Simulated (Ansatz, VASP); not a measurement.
**One calculation of BN, two programs**

```
CELL_PARAMETERS angstrom
0.00000 1.80766 1.80766
1.80766 0.00000 1.80766
1.96215 1.96215 -0.15449
ATOMIC_POSITIONS crystal
B 0.00000 0.00000 0.00000
N 0.75000 0.75000 0.75000
```

Alike in both runs: task single point; functional PBE; k mesh 12 × 12 × 12; occupations gaussian, width 0.05 eV; no spin polarisation.

|  | VASP | Ansatz |
| --- | --- | --- |
| version | VASP 6.6.1 | Ansatz 0.2.0 |
| potentials or method | VASP PAW PBE potentials, release 64 (B, N), cutoff 600 eV | scalar-relativistic, plane waves, PAW |
| valence electrons in the cell | 8 | 8 |

```tsv
	VASP	Ansatz	Ansatz less VASP
gap on the k mesh at the Fermi level (eV)	3.82	3.82	+0.003
least direct gap on the mesh (eV)	4.64	4.63	-0.005
rms of the force components (eV/Å)	0.581	0.589	+0.0081
```

Atom by atom the forces differ by 0.008 eV/Å (rms over components). With one functional, cell and mesh, what is left measures potentials, basis and numerics.
